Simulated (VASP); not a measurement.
Write the native input for VASP 6.6.1 that does the following.

```
Task                   : relaxation of cell and atoms
Functional             : PBE
Potentials or basis    : VASP PAW PBE potentials, release 64 (V_sv)
Cutoff                 : 600 eV
k mesh                 : 15 × 15 × 15
Occupations            : fermi-dirac, width 0.1 eV
Spin                   : no spin polarisation
Target pressure        : 130 GPa
Dipole correction      : no
Further INCAR settings : ALGO = Normal; EDIFF = 1e-06; IBRION = 2; EDIFFG = -0.005; NSW = 32; ISIF = 3
```

The structure of V lies in POSCAR:

```
V
1.0
    0.0000000000      2.1646847486      2.1646847486
    2.1646847486      0.0000000000      2.1646847486
    2.1646847486      2.1646847486      0.0000000000
V
2
Direct
   -0.1250000000     -0.1250000000     -0.1250000000
    0.1250000000      0.1250000000      0.1250000000
```

These files were run (other wordings do the same):

INCAR

```
SYSTEM = V
PREC = Accurate
ENCUT = 600
EDIFF = 1E-6
ISMEAR = -1
SIGMA = 0.1
LREAL = .FALSE.
LASPH = .TRUE.
NELM = 80
ALGO = Normal
ISIF = 3
LWAVE = .FALSE.
LCHARG = .FALSE.
GGA = PE
IBRION = 2
NSW = 32
EDIFFG = -0.005
PSTRESS = 1300.0
```

KPOINTS

```
regular mesh
0
G
  15 15 15
  0 0 0
```

Potentials or basis: VASP PAW PBE potentials, release 64 (V_sv).

The run is started by

```sh
$ cat potpaw_PBE.64/V_sv/POTCAR > POTCAR
$ mpirun -np 1 vasp_std > vasp.out
```

It gave:

| Quantity | Value |
| --- | --- |
| Relaxed volume | 10.55 Å³/atom |
| Relaxed cell | a = 3.102 Å, b = 3.102 Å, c = 3.102 Å, α = 60.00°, β = 60.00°, γ = 60.00° |
| Space group after relaxing (to 0.05 Å) | Fd-3m (No. 227) |
| Energy change on relaxing (the enthalpy is what falls) | -360.2 meV/atom |
| Ionic steps | 20 |
| Pressure after relaxing | 130.0 GPa |
| Band gap on the k mesh | zero (band 13 reaches 14.56 eV, above the bottom of band 14 at 11.79 eV) |

Caveat: the cell is relaxed towards a set pressure, so the enthalpy falls and the energy may rise.

Run time: 79 s on 1 thread of Intel(R) Xeon(R) 6975P-C (Granite Rapids), with other jobs on the host, peak memory 0.18 GiB.
